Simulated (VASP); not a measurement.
## GaN: single point with r2SCAN

Crystal: GaN.

```
Ga N
1.0
     0.06532    2.24681    2.24681
     2.24681    0.06532    2.24681
     2.24681    2.24681    0.06532
Ga N
1 1
Direct
  0.00236 0.00236 0.00236
  0.24764 0.24764 0.24764
```

This cell differs from its parent crystal: epitaxial 111 strain -3.0%.

```yaml
Program: VASP 6.6.1
Task: single point
Functional: r2SCAN
Potentials_or_basis: VASP PAW PBE potentials, release 64 (Ga_d, N_h)
Cutoff: 1460 eV
k_mesh: 10 × 10 × 10
Occupations: gaussian, width 0.01 eV
Spin: no spin polarisation
Dipole_correction: no
Further_INCAR_settings: ALGO = Normal; EDIFF = 1e-06; NBANDS = 16
```

```yaml
Pressure: 11.6 GPa
Largest_force: 0.012 eV/Å
Band_gap_on_the_k_mesh: 2.30 eV
```

Forces on the atoms (eV/Å):
```
Ga   0.007  0.007  0.007
N   -0.007 -0.007 -0.007
```

Stress tensor (GPa, compression positive):
```
11.57 -5.14 -5.14
-5.14 11.57 -5.14
-5.14 -5.14 11.57
```

Levels at points of the mesh, in eV from the valence-band top:
```
           k point  band 6  band 7  band 8  band 9  band 10  band 11  band 12  band 13
(0.00, 0.00, 0.00)  -13.60   -0.35    0.00    0.00     2.30    10.62    11.62    11.62
(0.50, 0.00, 0.00)  -12.40   -7.57   -1.38   -1.11     5.26     9.57    11.00    11.11
(0.50, 0.50, 0.00)  -12.08   -6.55   -3.30   -2.86     3.62     7.51    12.79    15.41
(0.50, 0.50, 0.50)  -12.61   -7.83   -0.96   -0.96     5.88     9.42    11.69    11.69
```

Wall time 8.9 min on 1 thread of Intel(R) Xeon(R) Platinum 8259CL CPU @ 2.50GHz (Skylake/Cascade Lake), with other jobs on the host, peak memory 0.41 GiB.

Caveat: the cell differs from its parent crystal (epitaxial 111 strain -3.0%); the cell stands under pressure; the structure was generated, so it needn't be the stable form of GaN; the PAW data sets were made with another functional, which shifts forces and pressure a little.
